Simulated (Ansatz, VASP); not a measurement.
## One calculation of SiC, two programs

INCAR

```
SYSTEM = SiC
  PREC = Accurate
  ENCUT = 600
  EDIFF = 1E-7
  ISMEAR = -1
  SIGMA = 0.05
  LREAL = .False.
  LASPH = .True.
  NELM = 100
  ALGO = Normal
  ISIF = 3
  LWAVE = .False.
  LCHARG = .False.
  GGA = PS
  IBRION = 2
  NSW = 60
  EDIFFG = -0.01
```

File KPOINTS:

```
regular mesh
0
Gamma
  10 10 3
  0 0 0
```

File POSCAR:

```
SiC
1.0
    3.0756941497      0.0000000000      0.0000000000
   -1.5378470748      2.6636292679      0.0000000000
    0.0000000000      0.0000000000     10.0706464800
Si C
4 4
Direct
    0.0000000000      0.0000000000      0.1878943800
    0.0000000000      0.0000000000      0.6878943800
    0.3333333333      0.6666666667      0.4378419800
    0.6666666667      0.3333333333      0.9378419800
    0.0000000000      0.0000000000      0.0004600500
    0.0000000000      0.0000000000      0.5004600500
    0.3333333333      0.6666666667      0.2498025900
    0.6666666667      0.3333333333      0.7498025900
```

The input input.yaml:

```yaml
crystal:
  lattice:
    - [3.0756941497, 0.0, 0.0]
    - [-1.5378470748, 2.6636292679, 0.0]
    - [0.0, 0.0, 10.07064648]
  atoms:
    - { symbol: Si, position: [0.0, 0.0, 0.18789438] }
    - { symbol: Si, position: [0.0, 0.0, 0.68789438] }
    - { symbol: Si, position: [0.3333333333, 0.6666666667, 0.43784198] }
    - { symbol: Si, position: [0.6666666667, 0.3333333333, 0.93784198] }
    - { symbol: C, position: [0.0, 0.0, 0.00046005] }
    - { symbol: C, position: [0.0, 0.0, 0.50046005] }
    - { symbol: C, position: [0.3333333333, 0.6666666667, 0.24980259] }
    - { symbol: C, position: [0.6666666667, 0.3333333333, 0.74980259] }
hamiltonian:
  xc: pbesol
  pseudopotentials: { kind: paw }
kpoints:
  mp_grid: { grid: [10, 10, 3] }
scf:
  occupations: { method: fermi_dirac, width: 0.05 }
output:
  forces: true
  stress: true
relax:
  f_tol: 0.01
  max_steps: 40
  cell: { stress_tol: 0.05 }
```

Alike in both runs: task relaxation of cell and atoms; functional PBEsol; k mesh 10 × 10 × 3; occupations fermi-dirac, width 0.05 eV; no spin polarisation.

```csv
,VASP,Ansatz
version,VASP 6.6.1,Ansatz 0.2.0
potentials or method,"VASP PAW PBE potentials, release 64 (Si, C)",Ansatz PAW
plane-wave cutoff (eV),600,420
valence electrons in the cell,32,32
```

Ansatz gave:

| Quantity | Value |
| --- | --- |
| relaxed volume (Å³/atom) | 10.33 |
| relaxed length of the cell vector where the two differ most in proportion (Å) | 10.076 |

Task: What did VASP give for the same quantities?

Result: Relaxed volume (Å³/atom): 10.34; relaxed length of the cell vector where the two differ most in proportion (Å): 10.080.

VASP's potentials were made for PBE, not for PBEsol.

Noted on Ansatz's run: odd divisions of the mesh miss points on the zone boundary, where band edges often lie, so the gap on the mesh can be too wide; the plane-wave basis is chosen anew once the cell has moved, so the energies of steps on either side of that aren't comparable.
